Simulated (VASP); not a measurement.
# Li2GeAs2 (P6/mmm) in VASP: a series of runs

Runs on Li2GeAs2. Level: PBE. Tasks: single point, relaxation of cell and atoms.

All numbers are computed with VASP 6.6.1; they aren't measurements. Logs are shortened: lines on timing, memory, paths and dates and some standing lists are left out, and cuts for length are marked.

### 1 The cell of the first run

Symmetry: P6/mmm, No. 191, hexagonal system. Conventional cell: a = 3.602 Å, b = 3.602 Å, c = 8.110 Å, α = 90.00°, β = 90.00°, γ = 120.00°. Within 2.8 Å of Li (site symmetry -6m2) lie 3 Ge at 2.08 Å and 3 Li at 2.08 Å. Ge (site symmetry 6/mmm) has 6 Li at 2.08 Å within 2.8 Å. As (site symmetry 6mm) has 1 As at 2.07 Å within 2.7 Å.

The cell was generated, and may not be a known phase.

### 2 Single point, PBE

Contents of INCAR:

```
  ALGO = Normal
  EDIFF = 1E-7
  ENCUT = 520
  GGA = PE
  ISIF = 2
  ISMEAR = 0
  LASPH = T
  LCHARG = F
  LREAL = F
  LWAVE = F
  NBANDS = 23
  NELM = 60
  PREC = Accurate
  SIGMA = 0.1
```

Contents of KPOINTS:

```
k-points
0
Gamma
  6 6 2
```

Contents of POSCAR:

```
Li2GeAs2
1.0
    3.6017492500      0.0000000000      0.0000000000
   -1.8008746200      3.1192063500      0.0000000000
    0.0000000000      0.0000000000      8.1099948900
Li Ge As
2 1 2
Direct
    0.3333333300      0.6666666700      0.5000000000
    0.6666666700      0.3333333300      0.5000000000
    0.0000000000      0.0000000000      0.5000000000
    0.0000000000      0.0000000000      0.8721511600
    0.0000000000      0.0000000000      0.1278488400
```

Potentials or basis: VASP PAW PBE potentials, release 64 (Li_sv, Ge_d, As).

Launch:

```bash
$ cat potpaw_PBE.64/Li_sv/POTCAR potpaw_PBE.64/Ge_d/POTCAR potpaw_PBE.64/As/POTCAR > POTCAR
$ mpirun -np 1 vasp_std > vasp.out
```

OUTCAR:

```text
EDIFF = 1E-7
   ENCUT = 520
   GGA = PE
   ISIF = 2
   ISMEAR = 0
   LASPH = T
   LREAL = F
   NELM = 60
   PREC = Accurate

 ion  position               nearest neighbor table
   1  0.333  0.667  0.500-   3 2.08   2 2.08   2 2.08   3 2.08   3 2.08   2 2.08
   2  0.667  0.333  0.500-   3 2.08   1 2.08   1 2.08   3 2.08   3 2.08   1 2.08
   3  0.000  0.000  0.500-   1 2.08   2 2.08   1 2.08   2 2.08   2 2.08   1 2.08
   4  0.000  0.000  0.872-   5 2.07
   5  0.000  0.000  0.128-   4 2.07

  LATTYP: Found a hexagonal cell.
 ALAT       =     3.6017492500
 C/A-ratio  =     2.2516822597

  Lattice vectors:

 A1 = (   3.6017492500,   0.0000000000,   0.0000000000)
 A2 = (  -1.8008746200,   3.1192063500,   0.0000000000)
 A3 = (   0.0000000000,   0.0000000000,   8.1099948900)

Analysis of symmetry for initial positions (statically):
=====================================================================
 Subroutine PRICEL returns:
 Original cell was already a primitive cell.

 Routine SETGRP: Setting up the symmetry group for a
 hexagonal supercell.

 Subroutine GETGRP returns: Found 24 space group operations
 (whereof 24 operations were pure point group operations)
 out of a pool of 24 trial point group operations.

The static configuration has the point symmetry D_6h.

Analysis of symmetry for dynamics (positions and initial velocities):
=====================================================================
 Subroutine PRICEL returns:
 Original cell was already a primitive cell.

 Routine SETGRP: Setting up the symmetry group for a
 hexagonal supercell.

 Subroutine GETGRP returns: Found 24 space group operations
 (whereof 24 operations were pure point group operations)
 out of a pool of 24 trial point group operations.

The dynamic configuration has the point symmetry D_6h.

 Subroutine INISYM returns: Found 24 space group operations
 (whereof 24 operations are pure point group operations),
 and found     1 'primitive' translations

----------------------------------------------------------------------------------------

                                     Primitive cell

  volume of cell :      91.1125

  direct lattice vectors                    reciprocal lattice vectors
     3.601749250  0.000000000  0.000000000     0.277642870  0.160297185  0.000000000
    -1.800874620  3.119206350  0.000000000     0.000000000  0.320594372  0.000000000
     0.000000000  0.000000000  8.109994890     0.000000000  0.000000000  0.123304640

  length of vectors
     3.601749250  3.601749249  8.109994890     0.320594372  0.320594372  0.123304640

  position of ions in fractional coordinates (direct lattice)
     0.333333330  0.666666670  0.500000000
     0.666666670  0.333333330  0.500000000
     0.000000000  0.000000000  0.500000000
     0.000000000  0.000000000  0.872151160
     0.000000000  0.000000000  0.127848840

  ion indices of the primitive-cell ions
   primitive index   ion index
                 1           1
                 2           2
                 3           3
                 4           4
                 5           5

----------------------------------------------------------------------------------------

 KPOINTS: k-points

Automatic generation of k-mesh.
 Grid dimensions read from file:
 generate k-points for:    6    6    2

 Generating k-lattice:

  Cartesian coordinates                     Fractional coordinates (reciprocal lattice)
     0.046273812  0.026716198  0.000000000     0.166666667  0.000000000  0.000000000
     0.000000000  0.053432395  0.000000000     0.000000000  0.166666667  0.000000000
     0.000000000  0.000000000  0.061652320     0.000000000  0.000000000  0.500000000

  Length of vectors
     0.053432395  0.053432395  0.061652320

  Shift w.r.t. Gamma in fractional coordinates (k-lattice)
     0.000000000  0.000000000  0.000000000

 Subroutine IBZKPT returns following result:
 ===========================================

 Found     14 irreducible k-points:

 Following reciprocal coordinates:
            Coordinates               Weight
  0.000000  0.000000  0.000000      1.000000
  0.166667  0.000000  0.000000      6.000000
  0.333333 -0.000000  0.000000      6.000000
  0.500000 -0.000000  0.000000      3.000000
  0.166667  0.166667  0.000000      6.000000
  0.333333  0.166667  0.000000     12.000000
  0.333333  0.333333  0.000000      2.000000
  0.000000  0.000000  0.500000      1.000000
  0.166667  0.000000  0.500000      6.000000
  0.333333 -0.000000  0.500000      6.000000
  0.500000 -0.000000  0.500000      3.000000
  0.166667  0.166667  0.500000      6.000000
  0.333333  0.166667  0.500000     12.000000
  0.333333  0.333333  0.500000      2.000000
   k-points           NKPTS =     14   k-points in BZ     NKDIM =     14   number of bands    NBANDS=     23
   number of dos      NEDOS =    301   number of ions     NIONS =      5
   total plane-waves  NPLWV =  47040
   dimension x,y,z NGX =    28 NGY =   28 NGZ =   60
   dimension x,y,z NGXF=    56 NGYF=   56 NGZF=  120
   ions per type =               2   1   2
   NGX,Y,Z   is equivalent  to a cutoff of  12.92, 12.92, 12.30 a.u.
   NGXF,Y,Z  is equivalent  to a cutoff of  25.85, 25.85, 24.60 a.u.
 SYSTEM =  unknown system
   PREC   = accura    normal or accurate (medium, high low for compatibility)
   ISTART =      0    job   : 0-new  1-cont  2-samecut
   ICHARG =      2    charge: 1-file 2-atom 10-const
   ISPIN  =      1    spin polarized calculation?
   LNONCOLLINEAR =      F non collinear calculations
   LSORBIT =      F    spin-orbit coupling
   LASPH  =      T    aspherical Exc in radial PAW
   ENCUT  =  520.0 eV  38.22 Ry    6.18 a.u.   6.70  6.70 15.08*2*pi/ulx,y,z
   NELM   =     60;   NELMIN=  2; NELMDL= -5     # of ELM steps
   EDIFF  = 0.1E-06   stopping-criterion for ELM
   LREAL  =      F    real-space projection
   EDIFFG = 0.1E-05   stopping-criterion for IOM
   NSW    =      0    number of steps for IOM
   IBRION =     -1    ionic relax: 0-MD 1-quasi-New 2-CG
   NFREE  =      0    steps in history (QN), initial steepest desc. (CG)
   ISIF   =      2    stress and relaxation
   ISYM   =      2    0-nonsym 1-usesym 2-fastsym
   POTIM  = 0.5000    time-step for ionic-motion
   TEBEG  =    0.0;   TEEND  =   0.0 temperature during run
   PSTRESS=    0.0 pullay stress
   NELECT =      30.0000    total number of electrons
   NUPDOWN=      -1.0000    fix difference up-down
   EMIN   =  10.00;   EMAX   =-10.00  energy-range for DOS
   EFERMI =   0.00;   METHOD = LEGACY
   ISMEAR =     0;   SIGMA  =   0.10  broadening in eV -4-tet -1-fermi 0-gaus
   EFERMI_NEDOS =   21; number of points for ismear=-14 and -15
   IALGO  =     38    algorithm
   IMIX   =      4    mixing-type and parameters
     AMIX     =   0.40;   BMIX     =  1.00
     AMIX_MAG =   1.60;   BMIX_MAG =  1.00
  volume/ion in A,a.u.               =      18.22       122.97
  Fermi-wavevector in a.u.,A,eV,Ry     =   1.130462  2.136263 17.387480  1.277944
  Thomas-Fermi vector in A             =   2.267158
   LORBIT       =      0    0 simple, 1 ext, 2 COOP (PROOUT), +10 PAW based schemes
   GGA     = PE    functional components
   LHFCALC =     F    Hartree Fock is set to
   AEXX    =    0.0000 exact exchange contribution
   IVDW    =     0    specifies the selected vdW correction
   LEPSILON=     F    determine dielectric tensor
   LRPA    =     F    only Hartree local field effects (RPA)
 non-spin polarized calculation
 Gauss-broadening in eV      SIGMA  =   0.10
  energy-cutoff  :      520.00
  volume of cell :       91.11
 maximum number of plane-waves:      2468
 NGX is ok and might be reduce to    28
   NGX = 13   NGY = 13   NGZ = 31

 number of electron      29.9999990 magnetization

 Free energy of the ion-electron system (eV)
  ---------------------------------------------------
  ext. energy  EPLUGINS =         0.00000000
  ---------------------------------------------------
  free energy    TOTEN  =       -11.75564421 eV

  energy without entropy =      -11.73614366  energy(sigma->0) =      -11.74589393

 E-fermi :   3.3108     XC(G=0):  -9.3647

 val. band max:        3.3011360485   @ k =   0.1667   0.0000   0.0000
 cond. band min:       3.3597309436   @ k =   0.3333  -0.0000   0.0000
 fundamental gap:      0.0585948951
 Fermi energy:         3.3107754010

 k-point     1 :       0.0000    0.0000    0.0000
  band No.  band energies     occupation
      1     -41.9655      2.00000
      2     -41.5358      2.00000
      3     -20.5422      2.00000
      4     -20.4880      2.00000
      5     -20.4880      2.00000
      6     -20.4495      2.00000
[... 15 lines left out ...]
     22      10.5409      0.00000
     23      11.4969      0.00000

 k-point     2 :       0.1667    0.0000    0.0000
  band No.  band energies     occupation
      1     -41.9389      2.00000
      2     -41.5613      2.00000
      3     -20.5441      2.00000
      4     -20.4903      2.00000
      5     -20.4885      2.00000
      6     -20.4428      2.00000
[... 15 lines left out ...]
     22      10.7908      0.00000
     23      11.6731      0.00000

 k-point     3 :       0.3333   -0.0000    0.0000
  band No.  band energies     occupation
      1     -41.8713      2.00000
      2     -41.6269      2.00000
      3     -20.5481      2.00000
      4     -20.4950      2.00000
      5     -20.4896      2.00000
      6     -20.4294      2.00000
[... 15 lines left out ...]
     22      10.8257      0.00000
     23      11.4397      0.00000
[... 235 lines left out ...]
 k-point    13 :       0.3333    0.1667    0.5000
  band No.  band energies     occupation
      1     -41.8184      2.00000
      2     -41.6788      2.00000
      3     -20.5502      2.00000
      4     -20.4961      2.00000
      5     -20.4913      2.00000
      6     -20.4217      2.00000
[... 15 lines left out ...]
     22      10.8923      0.00000
     23      11.1665      0.00000

 k-point    14 :       0.3333    0.3333    0.5000
  band No.  band energies     occupation
      1     -41.7483      2.00000
      2     -41.7483      2.00000
      3     -20.5513      2.00000
      4     -20.4944      2.00000
      5     -20.4944      2.00000
      6     -20.4160      2.00000
[... 15 lines left out ...]
     22      13.4093      0.00000
     23      13.4097      0.00000

------------------------ aborting loop because EDIFF is reached ----------------------------------------

  FORCE on cell =-STRESS in cart. coord.  units (eV):
  Direction    XX          YY          ZZ          XY          YZ          ZX
  --------------------------------------------------------------------------------------
  -------------------------------------------------------------------------------------
  Total       18.2081244     18.2081244      4.3013689      0.0000000      0.0000000     -0.0000000
  in kB      320.1825308    320.1825311     75.6378396      0.0000005      0.0000000     -0.0000000
  external PRESSURE =     238.6676338 kB  Pullay stress =       0.0000000 kB

 VOLUME and BASIS-vectors are now :
 -----------------------------------------------------------------------------
  energy-cutoff  :      520.00
  volume of cell :       91.11
      direct lattice vectors                 reciprocal lattice vectors
     3.601749250  0.000000000  0.000000000     0.277642870  0.160297185  0.000000000
    -1.800874620  3.119206350  0.000000000     0.000000000  0.320594372  0.000000000
     0.000000000  0.000000000  8.109994890     0.000000000  0.000000000  0.123304640

 POSITION                                       TOTAL-FORCE (eV/Angst)
 -----------------------------------------------------------------------------------
     -0.00000      2.07947      4.05500         0.000000      0.000000      0.000000
      1.80087      1.03974      4.05500        -0.000000     -0.000000      0.000000
      0.00000      0.00000      4.05500         0.000000     -0.000000      0.000000
      0.00000      0.00000      7.07314         0.000000      0.000000     -4.057086
      0.00000      0.00000      1.03685         0.000000     -0.000000      4.057086
 -----------------------------------------------------------------------------------
    total drift:                               -0.000000      0.000000      0.000000

  FREE ENERGIE OF THE ION-ELECTRON SYSTEM (eV)
  ---------------------------------------------------
  free  energy   TOTEN  =       -11.7556442093 eV

  energy  without entropy=      -11.7361436586  energy(sigma->0) =      -11.74589393
```

Run time: 16 s. Hardware: 1 thread of Intel Xeon 6975P-C (Granite Rapids), shared host; peak memory 0.21 GiB.

What came out:

```
Free energy            : -11.7556 eV
Largest force          : 4.057 eV/Å
Band gap on the k mesh : zero (bands 15 and 16 overlap by 2.76 eV)
```

Forces in eV/Å, atoms in the order of the input:
```
Li   0.000  0.000  0.000
Li   0.000  0.000  0.000
Ge   0.000  0.000  0.000
As   0.000  0.000 -4.057
As   0.000  0.000  4.057
```

Caveat: the k points lie up to 0.39 Å⁻¹ apart, too coarse for converged energies and pressures of a metal; the cutoff is under 1.25 times the usual one of these potentials, so pressure, stress and relaxed cells hold a basis-set (Pulay) error; forces of over 1 eV/Å act on the atoms, so gaps and moduli don't describe the material at rest.

### 3 Single point, PBE

This run uses another cell than the first one, of 28.29 Å³/atom.

Contents of INCAR:

```
ALGO = Normal
EDIFF = 1E-7
ENCUT = 520
GGA = PE
ISIF = 2
ISMEAR = 0
LASPH = T
LCHARG = F
LREAL = F
LWAVE = F
NBANDS = 23
NELM = 60
PREC = Accurate
SIGMA = 0.1
```

KPOINTS is that of step 2.

Contents of POSCAR:

```
Li2GeAs2
1.0
    4.6659751337     -0.0000000037      0.0000000000
   -2.3329875636      4.0408530010      0.0000000000
    0.0000000000      0.0000000000      7.5032848121
Li Ge As
2 1 2
Direct
    0.3333333333      0.6666666667      0.5000000000
    0.6666666667      0.3333333333      0.5000000000
    0.0000000000      0.0000000000      0.5000000000
    0.0000000000      0.0000000000      0.8552390890
    0.0000000000      0.0000000000      0.1447609110
```

Potentials or basis: VASP PAW PBE potentials, release 64 (Li_sv, Ge_d, As).

Launch:

```bash
$ cat potpaw_PBE.64/Li_sv/POTCAR potpaw_PBE.64/Ge_d/POTCAR potpaw_PBE.64/As/POTCAR > POTCAR
$ mpirun -np 1 vasp_std > vasp.out
```

It took 24 s on 1 thread of Intel Xeon 6975P-C (Granite Rapids), shared host; peak memory 0.27 GiB.

The run converged. Its results:

| Property | Result |
| --- | --- |
| Free energy | -16.1593 eV |
| Largest force | 0.060 eV/Å |
| Band gap on the k mesh | zero (bands 15 and 16 overlap by 0.88 eV) |

Forces on the atoms (eV/Å):
```
Li   0.000  0.000  0.000
Li   0.000  0.000  0.000
Ge   0.000  0.000  0.000
As   0.000  0.000 -0.060
As   0.000  0.000  0.060
```

Levels at points of the mesh, in eV from the Fermi level:
```
           k point  band 12  band 13  band 14  band 15  band 16  band 17  band 18  band 19
(0.00, 0.00, 0.00)    -1.46    -1.21     0.12     0.73     0.73     1.48     1.48     2.43
(0.50, 0.00, 0.00)    -1.96    -1.08    -1.02    -0.31    -0.13     0.65     1.12     3.01
(0.00, 0.00, 0.50)    -1.14    -1.14    -0.34    -0.34     2.65     2.65     2.84     2.94
(0.50, 0.00, 0.50)    -2.55    -2.49    -1.45    -1.26     1.43     2.19     3.18     3.65
```

Caveat: the k points lie up to 0.42 Å⁻¹ apart, too coarse for converged energies and pressures of a metal; the cutoff is under 1.25 times the usual one of these potentials, so pressure, stress and relaxed cells hold a basis-set (Pulay) error.

### 4 Relaxation of cell and atoms, PBE

Contents of INCAR:

```
SYSTEM = Li2GeAs2
ALGO     = Normal         ! electronic algorithm
EDIFF    = 1E-7           ! SCF threshold, eV
EDIFFG   = -0.04          ! ionic threshold
ENCUT    = 600            ! plane-wave cutoff, eV
GGA      = PE             ! functional
IBRION   = 2              ! ionic algorithm
ISIF     = 3              ! what is computed and relaxed
ISMEAR   = 0              ! smearing method
LASPH    = .True.         ! aspherical terms in the spheres
LCHARG   = .False.        ! write CHGCAR
LREAL    = .False.        ! projectors in reciprocal space
LWAVE    = .False.        ! write WAVECAR
NELM     = 80             ! most SCF steps
NSW      = 90             ! ionic steps
PREC     = Accurate       ! precision mode
SIGMA    = 0.1            ! smearing width, eV
```

Contents of KPOINTS:

```
k-points
0
Gamma
  6 6 2
  0 0 0
```

Contents of POSCAR:

```
Li2GeAs2
1.0
    3.6017492500      0.0000000000      0.0000000000
   -1.8008746200      3.1192063500      0.0000000000
    0.0000000000      0.0000000000      8.1099948900
Li Ge As
2 1 2
Direct
    0.3333333300      0.6666666700      0.5000000000
    0.6666666700      0.3333333300      0.5000000000
    0.0000000000      0.0000000000      0.5000000000
    0.0000000000      0.0000000000      0.8721511600
    0.0000000000      0.0000000000      0.1278488400
```

Launch:

```bash
$ cat potpaw_PBE.64/Li_sv/POTCAR potpaw_PBE.64/Ge_d/POTCAR potpaw_PBE.64/As/POTCAR > POTCAR
$ mpirun -np 1 vasp_std > vasp.out
```

It took 2.3 min on 1 thread of Intel Xeon 6975P-C (Granite Rapids), shared host; peak memory 0.25 GiB.

Results (log left out):

| Item | Value |
| --- | --- |
| Free energy | -16.0168 eV |
| Relaxed volume | 26.75 Å³/atom |
| Relaxed cell | a = 4.544 Å, b = 4.544 Å, c = 7.479 Å, α = 90.00°, β = 90.00°, γ = 120.00° |
| Space group after relaxing (to 0.1 Å) | P6/mmm (No. 191) |
| Energy gained by relaxing | 851.4 meV/atom |
| Ionic steps | 10 |
| Pressure after relaxing | 0.1 GPa |
| Largest force after relaxing | 0.016 eV/Å |
| Band gap on the k mesh | zero (bands 15 and 16 overlap by 1.06 eV) |

Forces on the atoms (eV/Å):
```
Li   0.000  0.000  0.000
Li   0.000  0.000  0.000
Ge   0.000  0.000  0.000
As   0.000  0.000  0.016
As   0.000  0.000 -0.016
```

Stress tensor (GPa, compression positive):
```
 0.16  0.00  0.00
 0.00  0.16  0.00
 0.00  0.00 -0.08
```

The path:
| step | energy change (eV) | largest force (eV/Å) | pressure (GPa) | volume (Å³) |
| --- | --- | --- | --- | --- |
| 1 | 0.0000 | 4.0566 | 23.83 | 91.11 |
| 2 | -3.1517 | 1.0894 | -1.84 | 131.10 |
| 3 | -3.1527 | 1.0592 | -2.08 | 132.32 |
| 4 | -4.1966 | 0.7517 | -0.63 | 132.70 |
| 5 | -4.2426 | 0.5184 | -0.12 | 132.53 |
| 6 | -4.2463 | 0.4039 | 0.13 | 132.44 |
| 7 | -4.2461 | 0.4466 | 0.04 | 132.47 |
| 8 | -4.2555 | 0.0421 | 0.38 | 132.57 |
| 9 | -4.2555 | 0.0102 | 0.36 | 132.57 |
| 10 | -4.2571 | 0.0163 | 0.08 | 133.76 |

Final structure:
```cif
data_structure
_symmetry_space_group_name_H-M 'P 1'
_symmetry_Int_Tables_number 1
_cell_length_a 4.5443
_cell_length_b 4.5443
_cell_length_c 7.4793
_cell_angle_alpha 90.000
_cell_angle_beta 90.000
_cell_angle_gamma 120.000
_cell_volume 133.76
loop_
_atom_site_label
_atom_site_type_symbol
_atom_site_fract_x
_atom_site_fract_y
_atom_site_fract_z
_atom_site_occupancy
Li1 Li 0.33333 0.66667 0.50000 1
Li2 Li 0.66667 0.33333 0.50000 1
Ge1 Ge 0.00000 0.00000 0.50000 1
As1 As 0.00000 0.00000 0.85364 1
As2 As 0.00000 0.00000 0.14636 1
```

Levels at points of the mesh, in eV from the Fermi level:
| k point | band 12 | band 13 | band 14 | band 15 | band 16 | band 17 | band 18 | band 19 |
| --- | --- | --- | --- | --- | --- | --- | --- | --- |
| (0.00, 0.00, 0.00) | -1.32 | -1.15 | 0.04 | 0.82 | 0.82 | 1.60 | 1.60 | 2.75 |
| (0.50, 0.00, 0.00) | -1.92 | -1.02 | -1.00 | -0.43 | -0.10 | 0.64 | 1.19 | 3.25 |
| (0.00, 0.00, 0.50) | -0.97 | -0.97 | -0.29 | -0.29 | 2.76 | 2.76 | 3.08 | 3.28 |
| (0.50, 0.00, 0.50) | -2.60 | -2.56 | -1.33 | -1.31 | 1.39 | 2.25 | 3.45 | 3.63 |

Caveat: the k points lie up to 0.42 Å⁻¹ apart in the final cell, too coarse for converged energies and pressures of a metal; the cutoff is under 1.25 times the usual one of these potentials, so pressure, stress and relaxed cells hold a basis-set (Pulay) error; the volume moved by over 15 % at a fixed basis, so the end points are rough.

[end of part 1 of 2]

The gap in the log of VASP goes by the Fermi energy; the results here count the filled bands.